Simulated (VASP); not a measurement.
A run of VASP 6.6.1 is set up as follows.

File INCAR:

```
ALGO = Normal
EDIFF = 1E-6
ENCUT = 520
GGA = PE
ISIF = 2
ISMEAR = 0
LASPH = True
LCHARG = False
LREAL = False
LWAVE = False
NBANDS = 17
NELM = 80
PREC = Accurate
SIGMA = 0.03
```

The input KPOINTS:

```
k-points
0
Gamma
  10 10 10
```

File POSCAR:

```
PbSe
1.0
    0.0000000000      2.9663944448      3.2630338893
    2.9663944448      0.0000000000      3.2630338893
    2.9663944448      2.9663944448      0.0000000000
Pb Se
1 1
Direct
    0.0000000000      0.0000000000      0.0000000000
    0.5000000000      0.5000000000      0.5000000000
```

Potentials or basis: VASP PAW PBE potentials, release 64 (Pb_d, Se).

Run with:

```sh
$ cat potpaw_PBE.64/Pb_d/POTCAR potpaw_PBE.64/Se/POTCAR > POTCAR
$ mpirun -np 1 vasp_std > vasp.out
```

Q: Estimate the pressure.

A: 3.6 GPa.

Q: Predict the band gap on the k mesh.

A: 0.08 eV, direct.

Stress tensor (GPa, compression positive):
```
 7.07  0.00  0.00
 0.00  7.07  0.00
 0.00  0.00 -3.26
```

Caveat: spin-orbit coupling is left out, which moves the levels of the heavy elements. A k mesh can miss the band edges.
